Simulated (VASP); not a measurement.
# AlSb3Rh2 (Imm2) in VASP: single point with PBEsol

Aim: the single point of AlSb3Rh2 with PBEsol.

Program: VASP 6.6.1. These are calculated values, not measurements. Logs are shortened: lines on timing, memory, paths and dates and some standing lists are left out, and cuts for length are marked.

**1. The cell of the first run**

Symmetry: Imm2, No. 44, orthorhombic system. Conventional cell: a = 5.634 Å, b = 7.484 Å, c = 5.771 Å, α = 90.00°, β = 90.00°, γ = 90.00°. Within 3.2 Å of Al (site symmetry mm2) lie 2 Rh at 2.45 Å and 2 Sb at 2.89 Å. Sb (site symmetry m) has 4 Rh at 2.75 to 2.76 Å and 3 Al at 2.89 to 3.47 Å and 3 Sb at 2.95 to 3.41 Å within 3.6 Å. Sb (site symmetry mm2) has 2 Rh at 2.59 Å and 2 Sb at 2.95 Å and 2 Al at 3.24 Å within 3.4 Å. Rh (site symmetry m) has 1 Al at 2.45 Å and 5 Sb at 2.59 to 2.76 Å and 2 Rh at 2.81 to 2.82 Å within 3.2 Å.

**2. Single point, PBEsol**

File INCAR:

```
ALGO = Normal ; EDIFF = 1E-7
ENCUT = 520 ; GGA = PS
ISIF = 2 ; ISMEAR = -1
LASPH = True ; LCHARG = True
LELF = True ; LREAL = False
LVHAR = True ; LWAVE = False
NBANDS = 33 ; NELM = 80
PREC = Accurate ; SIGMA = 0.03
```

File KPOINTS:

```
k-points
0
Gamma
  6 6 6
```

File POSCAR:

```
AlSb3Rh2
1.0
   -3.7417803666      2.8171232398      2.8855505462
    3.7417803666     -2.8171232398      2.8855505462
    3.7417803666      2.8171232398     -2.8855505462
Al Sb Rh
1 3 2
Direct
    0.0184375598      0.0184375598      0.0000000000
    0.6290913001      0.3864035195      0.7573122194
    0.6290913001      0.8717790807      0.2426877806
    0.2422896164      0.7422896164      0.5000000000
    0.6159434116      0.3655451118      0.2503982998
    0.1151468120      0.3655451118      0.7496017002
```

Potentials or basis: VASP PAW PBE potentials, release 64 (Al, Sb, Rh_pv).

Launch:

```bash
> cat potpaw_PBE.64/Al/POTCAR potpaw_PBE.64/Sb/POTCAR potpaw_PBE.64/Rh_pv/POTCAR > POTCAR
> mpirun -np 1 vasp_std > vasp.out
```

OUTCAR:

```text
EDIFF = 1E-7
   ENCUT = 520
   GGA = PS
   ISIF = 2
   ISMEAR = -1
   LASPH = True
   LREAL = False
   NELM = 80
   PREC = Accurate

 ion  position               nearest neighbor table
   1  0.018  0.018  0.000-   6 2.45   5 2.45   3 2.89   2 2.89   4 3.24   4 3.24   2 3.47   3 3.47
                             3 3.47   2 3.47
   2  0.629  0.386  0.757-   6 2.75   5 2.75   5 2.76   6 2.76   1 2.89   4 2.95   4 3.41   4 3.41
                             1 3.47   1 3.47   3 3.63
   3  0.629  0.872  0.243-   6 2.75   5 2.75   5 2.76   6 2.76   1 2.89   4 2.95   4 3.41   4 3.41
                             1 3.47   1 3.47   2 3.63
   4  0.242  0.742  0.500-   5 2.59   6 2.59   2 2.95   3 2.95   1 3.24   1 3.24   3 3.41   3 3.41
                             2 3.41   2 3.41
   5  0.616  0.366  0.250-   1 2.45   4 2.59   3 2.75   2 2.75   3 2.76   2 2.76   6 2.81   6 2.82

   6  0.115  0.366  0.750-   1 2.45   4 2.59   2 2.75   3 2.75   3 2.76   2 2.76   5 2.81   5 2.82

  LATTYP: Found a body centered orthorhombic cell.
 ALAT       =     5.6342464796
 B/A-ratio  =     1.0242897809
 C/A-ratio  =     1.3282274321

  Lattice vectors:

 A1 = (  -3.7417803666,  -2.8171232398,  -2.8855505462)
 A2 = (  -3.7417803666,   2.8171232398,   2.8855505462)
 A3 = (   3.7417803666,   2.8171232398,  -2.8855505462)

Analysis of symmetry for initial positions (statically):
=====================================================================
 Subroutine PRICEL returns:
 Original cell was already a primitive cell.

 Routine SETGRP: Setting up the symmetry group for a
 body centered orthorhombic supercell.

 Subroutine GETGRP returns: Found  4 space group operations
 (whereof  4 operations were pure point group operations)
 out of a pool of  8 trial point group operations.

The static configuration has the point symmetry C_2v.

Analysis of symmetry for dynamics (positions and initial velocities):
=====================================================================
 Subroutine PRICEL returns:
 Original cell was already a primitive cell.

 Routine SETGRP: Setting up the symmetry group for a
 body centered orthorhombic supercell.

 Subroutine GETGRP returns: Found  4 space group operations
 (whereof  4 operations were pure point group operations)
 out of a pool of  8 trial point group operations.

The dynamic configuration has the point symmetry C_2v.

 Subroutine INISYM returns: Found  4 space group operations
 (whereof  4 operations are pure point group operations),
 and found     1 'primitive' translations

----------------------------------------------------------------------------------------

                                     Primitive cell

  volume of cell :     121.6670

  direct lattice vectors                    reciprocal lattice vectors
    -3.741780367  2.817123240  2.885550546     0.000000000  0.177486023  0.173277159
     3.741780367 -2.817123240  2.885550546     0.133626229  0.000000000  0.173277159
     3.741780367  2.817123240 -2.885550546     0.133626229  0.177486023  0.000000000

  length of vectors
     5.501227646  5.501227646  5.501227646     0.248044879  0.218817145  0.222164933

  position of ions in fractional coordinates (direct lattice)
     0.018437560  0.018437560  0.000000000
     0.629091300  0.386403519  0.757312219
     0.629091300  0.871779081  0.242687781
     0.242289616  0.742289616  0.500000000
     0.615943412  0.365545112  0.250398300
     0.115146812  0.365545112  0.749601700

  ion indices of the primitive-cell ions
   primitive index   ion index
                 1           1
                 2           2
                 3           3
                 4           4
                 5           5
                 6           6

----------------------------------------------------------------------------------------

 KPOINTS: k-points

Automatic generation of k-mesh.
 Grid dimensions read from file:
 generate k-points for:    6    6    6

 Generating k-lattice:

  Cartesian coordinates                     Fractional coordinates (reciprocal lattice)
     0.000000000  0.029581004  0.028879526     0.166666667 -0.000000000  0.000000000
     0.022271038  0.000000000  0.028879526     0.000000000  0.166666667  0.000000000
     0.022271038  0.029581004  0.000000000     0.000000000 -0.000000000  0.166666667

  Length of vectors
     0.041340813  0.036469524  0.037027489

  Shift w.r.t. Gamma in fractional coordinates (k-lattice)
     0.000000000  0.000000000  0.000000000

 Subroutine IBZKPT returns following result:
 ===========================================

 Found     46 irreducible k-points:

 Following reciprocal coordinates:
            Coordinates               Weight
  0.000000  0.000000  0.000000      1.000000
  0.166667 -0.000000  0.000000      4.000000
  0.333333  0.000000 -0.000000      4.000000
  0.500000  0.000000  0.000000      2.000000
 -0.000000  0.166667  0.000000      4.000000
  0.166667  0.166667  0.000000      8.000000
[... 16 lines left out ...]
 -0.166667  0.166667  0.166667      2.000000
  0.166667  0.333333  0.166667      4.000000
 [... further k-points ...]
   k-points           NKPTS =     46   k-points in BZ     NKDIM =     46   number of bands    NBANDS=     33
   number of dos      NEDOS =    301   number of ions     NIONS =      6
   total plane-waves  NPLWV =  74088
   dimension x,y,z NGX =    42 NGY =   42 NGZ =   42
   dimension x,y,z NGXF=    84 NGYF=   84 NGZF=   84
   ions per type =               1   3   2
   NGX,Y,Z   is equivalent  to a cutoff of  12.69, 12.69, 12.69 a.u.
   NGXF,Y,Z  is equivalent  to a cutoff of  25.38, 25.38, 25.38 a.u.
 SYSTEM =  unknown system
   PREC   = accura    normal or accurate (medium, high low for compatibility)
   ISTART =      0    job   : 0-new  1-cont  2-samecut
   ICHARG =      2    charge: 1-file 2-atom 10-const
   ISPIN  =      1    spin polarized calculation?
   LNONCOLLINEAR =      F non collinear calculations
   LSORBIT =      F    spin-orbit coupling
   LASPH  =      T    aspherical Exc in radial PAW
   ENCUT  =  520.0 eV  38.22 Ry    6.18 a.u.  10.23 10.23 10.23*2*pi/ulx,y,z
   NELM   =     80;   NELMIN=  2; NELMDL= -5     # of ELM steps
   EDIFF  = 0.1E-06   stopping-criterion for ELM
   LREAL  =      F    real-space projection
   EDIFFG = 0.1E-05   stopping-criterion for IOM
   NSW    =      0    number of steps for IOM
   IBRION =     -1    ionic relax: 0-MD 1-quasi-New 2-CG
   NFREE  =      0    steps in history (QN), initial steepest desc. (CG)
   ISIF   =      2    stress and relaxation
   ISYM   =      2    0-nonsym 1-usesym 2-fastsym
   POTIM  = 0.5000    time-step for ionic-motion
   TEBEG  =    0.0;   TEEND  =   0.0 temperature during run
   PSTRESS=    0.0 pullay stress
   NELECT =      48.0000    total number of electrons
   NUPDOWN=      -1.0000    fix difference up-down
   EMIN   =  10.00;   EMAX   =-10.00  energy-range for DOS
   EFERMI =   0.00;   METHOD = LEGACY
   ISMEAR =    -1;   SIGMA  =   0.03  broadening in eV -4-tet -1-fermi 0-gaus
   EFERMI_NEDOS =   21; number of points for ismear=-14 and -15
   IALGO  =     38    algorithm
   IMIX   =      4    mixing-type and parameters
     AMIX     =   0.40;   BMIX     =  1.00
     AMIX_MAG =   1.60;   BMIX_MAG =  1.00
  volume/ion in A,a.u.               =      20.28       136.84
  Fermi-wavevector in a.u.,A,eV,Ry     =   1.200690  2.268976 19.614934  1.441657
  Thomas-Fermi vector in A             =   2.336519
   LORBIT       =      0    0 simple, 1 ext, 2 COOP (PROOUT), +10 PAW based schemes
   GGA     = PS    functional components
   LHFCALC =     F    Hartree Fock is set to
   AEXX    =    0.0000 exact exchange contribution
   IVDW    =     0    specifies the selected vdW correction
   LEPSILON=     F    determine dielectric tensor
   LRPA    =     F    only Hartree local field effects (RPA)
 non-spin polarized calculation
  energy-cutoff  :      520.00
  volume of cell :      121.67
 maximum number of plane-waves:      3300
 NGX is ok and might be reduce to    42
   NGX = 21   NGY = 21   NGZ = 21

 number of electron      47.9999993 magnetization

 Free energy of the ion-electron system (eV)
  ---------------------------------------------------
  ext. energy  EPLUGINS =         0.00000000
  ---------------------------------------------------
  free energy    TOTEN  =       -35.03110146 eV

  energy without entropy =      -35.02565988  energy(sigma->0) =      -35.02838067

 E-fermi :   9.2338     XC(G=0): -11.2282

 val. band max:        9.2167705931   @ k =  -0.1667  -0.1667   0.1667
 cond. band min:       9.2374654939   @ k =   0.1667   0.3333   0.1667
 fundamental gap:      0.0206949009
 Fermi energy:         9.2338404619

 k-point     1 :       0.0000    0.0000    0.0000
  band No.  band energies     occupation
      1     -37.0030      2.00000
      2     -36.9152      2.00000
      3     -36.9136      2.00000
      4     -36.7282      2.00000
      5     -36.7183      2.00000
      6     -36.7027      2.00000
[... 25 lines left out ...]
     32      14.3842      0.00000
     33      15.1509      0.00000

 k-point     2 :       0.1667   -0.0000    0.0000
  band No.  band energies     occupation
      1     -36.9903      2.00000
      2     -36.9177      2.00000
      3     -36.9075      2.00000
      4     -36.7349      2.00000
      5     -36.7264      2.00000
      6     -36.7043      2.00000
[... 25 lines left out ...]
     32      14.2997      0.00000
     33      14.9276      0.00000

 k-point     3 :       0.3333    0.0000   -0.0000
  band No.  band energies     occupation
      1     -36.9620      2.00000
      2     -36.9252      2.00000
      3     -36.8843      2.00000
      4     -36.7794      2.00000
      5     -36.7216      2.00000
      6     -36.7088      2.00000
[... 25 lines left out ...]
     32      13.9838      0.00000
     33      14.5993      0.00000

 k-point     4 :       0.5000    0.0000    0.0000
  band No.  band energies     occupation
      1     -36.9403      2.00000
      2     -36.9373      2.00000
      3     -36.8390      2.00000
      4     -36.8346      2.00000
      5     -36.7156      2.00000
      6     -36.7145      2.00000
[... 673 lines left out ...]
     32      13.7517      0.00000
     33      14.8175      0.00000

 k-point    23 :      -0.1667    0.1667    0.1667
  band No.  band energies     occupation
      1     -37.0030      2.00000
      2     -36.9150      2.00000
      3     -36.9135      2.00000
      4     -36.7283      2.00000
      5     -36.7181      2.00000
      6     -36.7023      2.00000
[... 25 lines left out ...]
     32      14.1544      0.00000
     33      14.7415      0.00000

 k-point    24 :       0.1667    0.3333    0.1667
  band No.  band energies     occupation
      1     -36.9620      2.00000
      2     -36.9251      2.00000
      3     -36.8843      2.00000
      4     -36.7793      2.00000
      5     -36.7217      2.00000
      6     -36.7084      2.00000
[... 25 lines left out ...]
     32      13.9311      0.00000
     33      15.1049      0.00000

 [... further k-points ...]
[... 5 lines left out ...]
  --------------------------------------------------------------------------------------
  -------------------------------------------------------------------------------------
  Total       -0.0023796     -0.0281525      0.0147175      0.0000000      0.0000000      0.0000000
  in kB       -0.0313359     -0.3707278      0.1938080      0.0000000      0.0000000      0.0000000
  external PRESSURE =      -0.0694186 kB  Pullay stress =       0.0000000 kB

 VOLUME and BASIS-vectors are now :
 -----------------------------------------------------------------------------
  energy-cutoff  :      520.00
  volume of cell :      121.67
      direct lattice vectors                 reciprocal lattice vectors
    -3.741780367  2.817123240  2.885550546     0.000000000  0.177486023  0.173277159
     3.741780367 -2.817123240  2.885550546     0.133626229  0.000000000  0.173277159
     3.741780367  2.817123240 -2.885550546     0.133626229  0.177486023  0.000000000

 POSITION                                       TOTAL-FORCE (eV/Angst)
 -----------------------------------------------------------------------------------
      0.00000      0.00000      0.10641        -0.000000     -0.000000      0.006314
      1.92561      2.81712      0.74500         0.002109     -0.000000      0.002336
      1.81617      0.00000      3.63055        -0.002109     -0.000000      0.002336
      3.74178      0.00000      1.39828         0.000000      0.000000     -0.040181
     -0.00000      1.41081      2.10960        -0.000000      0.007891      0.014597
      3.74178      1.40632     -0.77595        -0.000000     -0.007891      0.014597
 -----------------------------------------------------------------------------------
    total drift:                               -0.000000     -0.000002      0.000075

  FREE ENERGIE OF THE ION-ELECTRON SYSTEM (eV)
  ---------------------------------------------------
  free  energy   TOTEN  =       -35.0311014554 eV

  energy  without entropy=      -35.0256598819  energy(sigma->0) =      -35.02838067
```

It took 5.9 min on 1 thread of Intel Xeon Platinum 8259CL at 2.50GHz (Skylake/Cascade Lake), shared host; peak memory 0.35 GiB.

Results:

```yaml
Free_energy: -35.0311 eV
Pressure: 0.0 GPa
Largest_force: 0.040 eV/Å
Band_gap_on_the_k_mesh: zero (band 24 reaches 9.70 eV, above the bottom of band 25 at 8.29 eV)
```

Forces in eV/Å, atoms in the order of the input:
```
Al   0.000  0.000  0.006
Sb   0.002  0.000  0.002
Sb  -0.002  0.000  0.002
Sb   0.000  0.000 -0.040
Rh   0.000  0.008  0.015
Rh   0.000 -0.008  0.015
```

Caveat: the PAW data sets were made with another functional, which shifts forces and pressure a little; spin-orbit coupling is left out, which moves the levels of the heavy elements.
